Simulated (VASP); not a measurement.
# TiCo2 (Fd-3m) in VASP: a series of runs

The runs below take TiCo2 through single point, with r2SCAN.

Everything below comes from runs of VASP 6.6.1. Logs are shortened: lines on timing, memory, paths and dates and some standing lists are left out, and cuts for length are marked.

## Step 1: The cell of the first run

It takes space group Fd-3m (No. 227, cubic). The conventional cell has a = 6.704 Å, b = 6.704 Å, c = 6.704 Å, α = 90.00°, β = 90.00°, γ = 90.00°. Within 3.7 Å of Ti (site symmetry -43m) lie 12 Co at 2.78 Å and 4 Ti at 2.90 Å. Co (site symmetry -3m) has 6 Co at 2.37 Å and 6 Ti at 2.78 Å within 3.1 Å.

## Step 2: Single point, r2SCAN, collinear spin, ferrimagnetic start

POSCAR reads:

```
TiCo2
1.0
    0.0000000000      3.3520000000      3.3520000000
    3.3520000000      0.0000000000      3.3520000000
    3.3520000000      3.3520000000      0.0000000000
Ti Co
2 4
Direct
    0.5000000000      0.5000000000      0.5000000000
    0.7500000000      0.7500000000      0.7500000000
    0.1250000000      0.1250000000      0.1250000000
    0.6250000000      0.1250000000      0.1250000000
    0.1250000000      0.1250000000      0.6250000000
    0.1250000000      0.6250000000      0.1250000000
```

INCAR.step1 reads:

```
PREC = Accurate ; ENCUT = 520
ISMEAR = 0 ; SIGMA = 0.1
LREAL = F ; LASPH = T
NELM = 150 ; ISPIN = 2
MAGMOM = -0.73 -0.73 1.71 1.71 1.71 1.71 ; LMAXMIX = 4
NBANDS = 43 ; GGA = PE
ALGO = Normal ; EDIFF = 1E-4
LWAVE = T ; LCHARG = F
```

INCAR.step2 reads:

```
PREC = Accurate ; ENCUT = 520
EDIFF = 1E-6 ; ISMEAR = 0
SIGMA = 0.1 ; LREAL = F
LASPH = T ; NELM = 150
ALGO = Normal ; ISIF = 2
LWAVE = F ; LCHARG = F
ISPIN = 2 ; MAGMOM = -0.73 -0.73 1.71 1.71 1.71 1.71
LORBIT = 11 ; LMAXMIX = 4
METAGGA = R2SCAN ; LMIXTAU = T
NBANDS = 43 ; ISTART = 1
```

KPOINTS reads:

```
Automatic mesh
0
Gamma
  1 1 1
```

Potentials or basis: VASP PAW PBE potentials, release 64 (Ti_sv, Co).

On the command line:

```
> cat potpaw_PBE.64/Ti_sv/POTCAR potpaw_PBE.64/Co/POTCAR > POTCAR
> cp INCAR.step1 INCAR
> mpirun -np 1 vasp_gam > vasp.out
> cp INCAR.step2 INCAR
> mpirun -np 1 vasp_gam > vasp.out
```

OUTCAR:

```text
PREC = Accurate
   ENCUT = 520
   EDIFF = 1E-6
   ISMEAR = 0
   LREAL = F
   LASPH = T
   NELM = 150
   ISIF = 2
   ISPIN = 2
   LORBIT = 11
   METAGGA = R2SCAN
   ISTART = 1

 ion  position               nearest neighbor table
   1  0.500  0.500  0.500-   3 2.78   5 2.78   6 2.78   3 2.78   4 2.78   5 2.78   3 2.78   4 2.78
                             6 2.78   4 2.78   5 2.78   6 2.78   2 2.90   2 2.90   2 2.90   2 2.90
   2  0.750  0.750  0.750-   4 2.78   5 2.78   6 2.78   3 2.78   4 2.78   6 2.78   3 2.78   4 2.78
                             5 2.78   3 2.78   5 2.78   6 2.78   1 2.90   1 2.90   1 2.90   1 2.90
   3  0.125  0.125  0.125-   4 2.37   5 2.37   6 2.37   5 2.37   6 2.37   4 2.37   1 2.78   2 2.78
                             1 2.78   2 2.78   1 2.78   2 2.78
   4  0.625  0.125  0.125-   3 2.37   5 2.37   6 2.37   3 2.37   5 2.37   6 2.37   2 2.78   1 2.78
                             1 2.78   2 2.78   2 2.78   1 2.78
   5  0.125  0.125  0.625-   3 2.37   3 2.37   4 2.37   6 2.37   6 2.37   4 2.37   1 2.78   2 2.78
                             1 2.78   2 2.78   1 2.78   2 2.78
   6  0.125  0.625  0.125-   3 2.37   5 2.37   3 2.37   4 2.37   5 2.37   4 2.37   2 2.78   1 2.78
                             2 2.78   2 2.78   1 2.78   1 2.78

  LATTYP: Found a face centered cubic cell.
 ALAT       =     6.7040000000

  Lattice vectors:

 A1 = (   0.0000000000,   3.3520000000,   3.3520000000)
 A2 = (   3.3520000000,   0.0000000000,   3.3520000000)
 A3 = (   3.3520000000,   3.3520000000,   0.0000000000)

Analysis of symmetry for initial positions (statically):
=====================================================================
 Subroutine PRICEL returns:
 Original cell was already a primitive cell.

 Routine SETGRP: Setting up the symmetry group for a
 face centered cubic supercell.

 Subroutine GETGRP returns: Found 48 space group operations
 (whereof 24 operations were pure point group operations)
 out of a pool of 48 trial point group operations.

The static configuration has the point symmetry T_d .
 The point group associated with its full space group is O_h .

Analysis of symmetry for dynamics (positions and initial velocities):
=====================================================================
 Subroutine PRICEL returns:
 Original cell was already a primitive cell.

 Routine SETGRP: Setting up the symmetry group for a
 face centered cubic supercell.

 Subroutine GETGRP returns: Found 48 space group operations
 (whereof 24 operations were pure point group operations)
 out of a pool of 48 trial point group operations.

The dynamic configuration has the point symmetry T_d .
 The point group associated with its full space group is O_h .

Analysis of structural, dynamic, and magnetic symmetry:
=====================================================================
 Subroutine PRICEL returns:
 Original cell was already a primitive cell.

 Routine SETGRP: Setting up the symmetry group for a
 face centered cubic supercell.

 Subroutine GETGRP returns: Found 48 space group operations
 (whereof 24 operations were pure point group operations)
 out of a pool of 48 trial point group operations.

The overall configuration has the point symmetry T_d .
 The point group associated with its full space group is O_h .

 Subroutine INISYM returns: Found 48 space group operations
 (whereof 24 operations are pure point group operations),
 and found     1 'primitive' translations

----------------------------------------------------------------------------------------

                                     Primitive cell

  volume of cell :      75.3255

  direct lattice vectors                    reciprocal lattice vectors
     0.000000000  3.352000000  3.352000000    -0.149164678  0.149164678  0.149164678
     3.352000000  0.000000000  3.352000000     0.149164678 -0.149164678  0.149164678
     3.352000000  3.352000000  0.000000000     0.149164678  0.149164678 -0.149164678

  length of vectors
     4.740443861  4.740443861  4.740443861     0.258360801  0.258360801  0.258360801

  position of ions in fractional coordinates (direct lattice)
     0.500000000  0.500000000  0.500000000
     0.750000000  0.750000000  0.750000000
     0.125000000  0.125000000  0.125000000
     0.625000000  0.125000000  0.125000000
     0.125000000  0.125000000  0.625000000
     0.125000000  0.625000000  0.125000000

  ion indices of the primitive-cell ions
   primitive index   ion index
                 1           1
                 2           2
                 3           3
                 4           4
                 5           5
                 6           6

----------------------------------------------------------------------------------------

 KPOINTS: Automatic mesh

Automatic generation of k-mesh.
 Grid dimensions read from file:
 generate k-points for:    1    1    1

 Generating k-lattice:

  Cartesian coordinates                     Fractional coordinates (reciprocal lattice)
    -0.149164678  0.149164678  0.149164678     1.000000000  0.000000000  0.000000000
     0.149164678 -0.149164678  0.149164678     0.000000000  1.000000000  0.000000000
     0.149164678  0.149164678 -0.149164678     0.000000000  0.000000000  1.000000000

  Length of vectors
     0.258360801  0.258360801  0.258360801

  Shift w.r.t. Gamma in fractional coordinates (k-lattice)
     0.000000000  0.000000000  0.000000000

 Subroutine IBZKPT returns following result:
 ===========================================

 Found      1 irreducible k-points:

 Following reciprocal coordinates:
            Coordinates               Weight
  0.000000  0.000000  0.000000      1.000000
   k-points           NKPTS =      1   k-points in BZ     NKDIM =      1   number of bands    NBANDS=     43
   number of dos      NEDOS =    301   number of ions     NIONS =      6
   total plane-waves  NPLWV =  46656
   dimension x,y,z NGX =    36 NGY =   36 NGZ =   36
   dimension x,y,z NGXF=    72 NGYF=   72 NGZF=   72
   ions per type =               2   4
   NGX,Y,Z   is equivalent  to a cutoff of  12.63, 12.63, 12.63 a.u.
   NGXF,Y,Z  is equivalent  to a cutoff of  25.25, 25.25, 25.25 a.u.
 SYSTEM =  unknown system
   PREC   = accura    normal or accurate (medium, high low for compatibility)
   ISTART =      1    job   : 0-new  1-cont  2-samecut
   ICHARG =      0    charge: 1-file 2-atom 10-const
   ISPIN  =      2    spin polarized calculation?
   LNONCOLLINEAR =      F non collinear calculations
   LSORBIT =      F    spin-orbit coupling
   LASPH  =      T    aspherical Exc in radial PAW
   ENCUT  =  520.0 eV  38.22 Ry    6.18 a.u.   8.81  8.81  8.81*2*pi/ulx,y,z
   NELM   =    150;   NELMIN=  2; NELMDL=  0     # of ELM steps
   EDIFF  = 0.1E-05   stopping-criterion for ELM
   LREAL  =      F    real-space projection
   EDIFFG = 0.1E-04   stopping-criterion for IOM
   NSW    =      0    number of steps for IOM
   IBRION =     -1    ionic relax: 0-MD 1-quasi-New 2-CG
   NFREE  =      0    steps in history (QN), initial steepest desc. (CG)
   ISIF   =      2    stress and relaxation
   ISYM   =      2    0-nonsym 1-usesym 2-fastsym
   POTIM  = 0.5000    time-step for ionic-motion
   TEBEG  =    0.0;   TEEND  =   0.0 temperature during run
   PSTRESS=    0.0 pullay stress
   NELECT =      60.0000    total number of electrons
   NUPDOWN=      -1.0000    fix difference up-down
   EMIN   =  10.00;   EMAX   =-10.00  energy-range for DOS
   EFERMI =   0.00;   METHOD = LEGACY
   ISMEAR =     0;   SIGMA  =   0.10  broadening in eV -4-tet -1-fermi 0-gaus
   EFERMI_NEDOS =   21; number of points for ismear=-14 and -15
   IALGO  =     38    algorithm
   IMIX   =      4    mixing-type and parameters
     AMIX     =   0.40;   BMIX     =  1.00
     AMIX_MAG =   1.60;   BMIX_MAG =  1.00
  volume/ion in A,a.u.               =      12.55        84.72
  Fermi-wavevector in a.u.,A,eV,Ry     =   1.517555  2.867764 31.333871  2.302975
  Thomas-Fermi vector in A             =   2.626795
   LORBIT       =     11    0 simple, 1 ext, 2 COOP (PROOUT), +10 PAW based schemes
   METAGGA = R2SCAN    functional components
   LHFCALC =     F    Hartree Fock is set to
   AEXX    =    0.0000 exact exchange contribution
   IVDW    =     0    specifies the selected vdW correction
   LEPSILON=     F    determine dielectric tensor
   LRPA    =     F    only Hartree local field effects (RPA)
 spin polarized calculation
 Gauss-broadening in eV      SIGMA  =   0.10
  energy-cutoff  :      520.00
  volume of cell :       75.33
 maximum number of plane-waves:      1043
 NGX is ok and might be reduce to    36
   NGX = 17   NGY = 17   NGZ = 17

 number of electron      60.0000022 magnetization      -4.0000184

 Free energy of the ion-electron system (eV)
  ---------------------------------------------------
  ext. energy  EPLUGINS =         0.00000000
  ---------------------------------------------------
  free energy    TOTEN  =       -73.74936007 eV

  energy without entropy =      -73.74936004  energy(sigma->0) =      -73.74936005

 E-fermi :   9.9286     XC(G=0): -13.7604

 val. band max:        9.5497340405   @ k =   0.0000   0.0000   0.0000
 cond. band min:      10.3212617496   @ k =   0.0000   0.0000   0.0000
 fundamental gap:      0.7715277090
 Fermi energy:         9.9286342921

 spin component 1

 k-point     1 :       0.0000    0.0000    0.0000
  band No.  band energies     occupation
      1     -48.2931      1.00000
      2     -48.2080      1.00000
      3     -23.6119      1.00000
      4     -23.6119      1.00000
      5     -23.6117      1.00000
      6     -23.4238      1.00000
[... 34 lines left out ...]
     41      16.6032      0.00000
     42      16.6034      0.00000
 Fermi energy:         9.9286342921

 spin component 2

 k-point     1 :       0.0000    0.0000    0.0000
  band No.  band energies     occupation
      1     -48.9898      1.00000
      2     -48.9041      1.00000
      3     -24.3049      1.00000
      4     -24.3049      1.00000
      5     -24.3049      1.00000
      6     -24.1188      1.00000
[... 34 lines left out ...]
     41      15.6622      0.00000
     42      15.6623      0.00000
 [bands above 42 left out]

------------------------ aborting loop because EDIFF is reached ----------------------------------------

  FORCE on cell =-STRESS in cart. coord.  units (eV):
  Direction    XX          YY          ZZ          XY          YZ          ZX
  --------------------------------------------------------------------------------------
  -------------------------------------------------------------------------------------
  Total       -2.2788206     -2.2788206     -2.2788206      0.0000000     -0.0000000      0.0000000
  in kB      -48.4706333    -48.4706333    -48.4706333      0.0000000     -0.0000000      0.0000000
  external PRESSURE =     -48.4706333 kB  Pullay stress =       0.0000000 kB

 VOLUME and BASIS-vectors are now :
 -----------------------------------------------------------------------------
  energy-cutoff  :      520.00
  volume of cell :       75.33
      direct lattice vectors                 reciprocal lattice vectors
     0.000000000  3.352000000  3.352000000    -0.149164678  0.149164678  0.149164678
     3.352000000  0.000000000  3.352000000     0.149164678 -0.149164678  0.149164678
     3.352000000  3.352000000  0.000000000     0.149164678  0.149164678 -0.149164678

 POSITION                                       TOTAL-FORCE (eV/Angst)
 -----------------------------------------------------------------------------------
      3.35200      3.35200      3.35200        -0.000000     -0.000000      0.000000
      5.02800      5.02800      5.02800         0.000000      0.000000     -0.000000
      0.83800      0.83800      0.83800        -0.000000     -0.000000     -0.000000
      0.83800      2.51400      2.51400        -0.000000     -0.000000     -0.000000
      2.51400      2.51400      0.83800        -0.000000     -0.000000     -0.000000
      2.51400      0.83800      2.51400        -0.000000     -0.000000     -0.000000
 -----------------------------------------------------------------------------------
    total drift:                                0.000000      0.000000      0.000000

  FREE ENERGIE OF THE ION-ELECTRON SYSTEM (eV)
  ---------------------------------------------------
  free  energy   TOTEN  =       -73.7493600713 eV

  energy  without entropy=      -73.7493600379  energy(sigma->0) =      -73.74936005

 total charge

# of ion       s       p       d       tot
------------------------------------------
    1        2.133   6.105   2.036  10.275
    2        2.133   6.105   2.036  10.275
    3        0.474   0.585   7.383   8.442
    4        0.474   0.585   7.383   8.442
    5        0.474   0.585   7.383   8.442
    6        0.474   0.585   7.383   8.442
--------------------------------------------------
tot          6.162  14.552  33.605  54.319

 magnetization (x)

# of ion       s       p       d       tot
------------------------------------------
    1       -0.014  -0.093  -0.533  -0.640
    2       -0.014  -0.093  -0.533  -0.640
    3       -0.012  -0.433   0.128  -0.317
    4       -0.012  -0.433   0.128  -0.317
    5       -0.012  -0.433   0.128  -0.317
    6       -0.012  -0.433   0.128  -0.317
--------------------------------------------------
tot         -0.077  -1.917  -0.555  -2.548
```

Run time: 5.4 min. Hardware: 1 thread of Intel Xeon 8259CL, shared host; peak memory 0.25 GiB.

What came out:

| Quantity | Value |
| --- | --- |
| Free energy | -73.7494 eV |
| Pressure | -4.8 GPa |
| Net moment | -4.00 μB per cell |
| Site moments | Ti -0.64; Co -0.32 μB |
| Valence electrons inside the program's atomic spheres | Ti 10.28; Co 8.44 |

Caveat: the k points lie up to 1.62 Å⁻¹ apart, too coarse for converged energies, forces and pressures; the PAW data sets were made with another functional, which shifts forces and pressure a little.

(Part 1 of 2 ends here.)
